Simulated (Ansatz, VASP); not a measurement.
**Mg5Co3 in VASP and in Ansatz**

```
CELL_PARAMETERS angstrom
5.19343 0.00000 0.00000
0.00000 5.19343 0.00000
0.00000 0.00000 5.19343
ATOMIC_POSITIONS crystal
Mg 0.00000 0.00000 0.00000
Mg 0.00000 0.50000 0.50000
Mg 0.50000 0.00000 0.50000
Mg 0.50000 0.50000 0.00000
Mg 0.50000 0.50000 0.50000
Co 0.50000 0.00000 0.00000
Co 0.00000 0.50000 0.00000
Co 0.00000 0.00000 0.50000
```

Alike in both runs: task single point; functional PBE; k mesh 4 × 4 × 4; occupations gaussian, width 0.1 eV; collinear spin.

|  | VASP | Ansatz |
| --- | --- | --- |
| version | VASP 6.6.1 | Ansatz 0.2.0 |
| potentials or method | VASP PAW PBE potentials, release 64 (Mg, Co), cutoff 520 eV | scalar-relativistic, plane waves, PAW |
| valence electrons in the cell | 37 | 101 |

```csv
,VASP,Ansatz,Ansatz less VASP
gap on the k mesh at the Fermi level (eV),none,none,-
pressure (GPa),3.4,3.4,+0.06
net moment per atom (μB),0.51,0.51,+0.004
size of the moment on the site where the two differ most (μB),1.42,1.43,+0.010
```

Site moments also hang on the region over which each program counts them. A gap of «none» marks a metal or a gap that the smearing closes. VASP's potentials hold 37 valence electrons a cell and Ansatz's 101, so a difference there can come from the potentials and not from the codes.
